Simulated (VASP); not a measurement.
TiB2 (d3):

```
Ti B
1.0
     3.02593    0.00000    0.00000
    -1.51296    2.62053    0.00000
     0.00000    0.00000    3.22877
Ti B
1 2
Cartesian
  0.0000 0.0000 0.0000
  0.0000 1.7470 1.6144
  1.5130 0.8735 1.6144
```

```yaml
Program: VASP 6.6.1
Task: relaxation of cell and atoms
Functional: PBE
Dispersion: D3(BJ)
Potentials_or_basis: VASP PAW PBE potentials, release 64 (Ti_sv, B)
Cutoff: 500 eV
k_mesh: 15 × 15 × 14
Occupations: gaussian, width 0.1 eV
Spin: no spin polarisation
```

At the start: pressure -7.1 GPa; volume 8.53 Å³/atom.

Q: Where does the relaxation end?

A: Over 5 steps the energy falls by 5.7 meV/atom and the volume is 8.29 Å³/atom (-2.8 %); space group P6/mmm (No. 191, to 0.05 Å).

The path:
| step | energy change (eV) | largest force (eV/Å) | pressure (GPa) | volume (Å³) |
| --- | --- | --- | --- | --- |
| 1 | 0.0000 | 0.0000 | -7.10 | 25.60 |
| 2 | -0.0016 | 0.0000 | 7.63 | 24.23 |
| 3 | -0.0166 | 0.0000 | 0.11 | 24.88 |
| 4 | -0.0172 | 0.0000 | -0.01 | 24.87 |
| 5 | -0.0172 | 0.0000 | -0.01 | 24.87 |

Final structure:
```
CELL_PARAMETERS angstrom
3.00446 0.00000 0.00000
-1.50223 2.60194 0.00000
0.00000 0.00000 3.18180
ATOMIC_POSITIONS crystal
Ti 0.00000 0.00000 0.00000
B 0.33333 0.66667 0.50000
B 0.66667 0.33333 0.50000
```

Caveat: pairwise dispersion overbinds metals, which lowers pressure and volume.
